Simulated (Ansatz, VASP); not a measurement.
## Two plane-wave programs on SnSe2

INCAR

```
PREC = Accurate
ENCUT = 520
EDIFF = 1E-7
ISMEAR = 0
SIGMA = 0.05
LREAL = False
LASPH = True
NELM = 80
ALGO = Normal
ISIF = 2
LWAVE = False
LCHARG = False
GGA = PE
IVDW = 12
NBANDS = 20
```

File KPOINTS:

```
regular mesh
0
Gamma
  9 9 6
```

The input POSCAR:

```
SnSe2
1.0
    3.6585588303      0.0000000000      0.0000000000
   -1.8292794152      3.1684048883      0.0000000000
    0.0000000000      0.0000000000      6.1370000000
Sn Se
1 2
Direct
    0.0000000000      0.0000000000      0.0000000000
    0.3333333333      0.6666666667      0.2500000000
    0.6666666667      0.3333333333      0.7500000000
```

Input for Ansatz:

```yaml
crystal:
  lattice:
    - [3.6585588303, 0.0, 0.0]
    - [-1.8292794152, 3.1684048883, 0.0]
    - [0.0, 0.0, 6.137]
  atoms:
    - { symbol: Sn, position: [0.0, 0.0, 0.0] }
    - { symbol: Se, position: [0.3333333333, 0.6666666667, 0.25] }
    - { symbol: Se, position: [0.6666666667, 0.3333333333, 0.75] }
basis:
  ecutwfc: 420
kpoints:
  mp_grid: { grid: [9, 9, 6] }
hamiltonian:
  xc: pbe
  dispersion: d3bj
scf:
  occupations: { method: gaussian, width: 0.05 }
output:
  forces: true
  stress: true
  eigenvalues: true
```

Change from the starting cell: strain -0.040 along x and y, +0.000 along z, atoms carried along.

Alike in both runs: task single point; functional PBE; dispersion D3(BJ); k mesh 9 × 9 × 6; occupations gaussian, width 0.05 eV; no spin polarisation.

|  | VASP | Ansatz |
| --- | --- | --- |
| version | VASP 6.6.1 | Ansatz 0.2.0 |
| potentials or method | VASP PAW PBE potentials, release 64 (Sn_d, Se), cutoff 520 eV | scalar-relativistic, plane waves, PAW |
| valence electrons in the cell | 26 | 46 |

VASP gave:

| Item | Value |
| --- | --- |
| gap on the k mesh at the Fermi level (eV) | 0.74 |
| least direct gap on the mesh (eV) | 1.36 |
| pressure (GPa) | 10.8 |
| traceless stress, the component that is largest in VASP (GPa) | -1.05 |
| rms of the force components (eV/Å) | 0.683 |

**Question.** What did Ansatz give for the same quantities?

**Answer.** gap on the k mesh at the Fermi level (eV): 0.74; least direct gap on the mesh (eV): 1.37; pressure (GPa): 10.6; traceless stress, the component that is largest in VASP (GPa): -1.06; rms of the force components (eV/Å): 0.672.

Atom by atom the forces differ by 0.011 eV/Å (rms over components). VASP's potentials hold 26 valence electrons a cell and Ansatz's 46, so a difference there can come from the potentials and not from the codes.
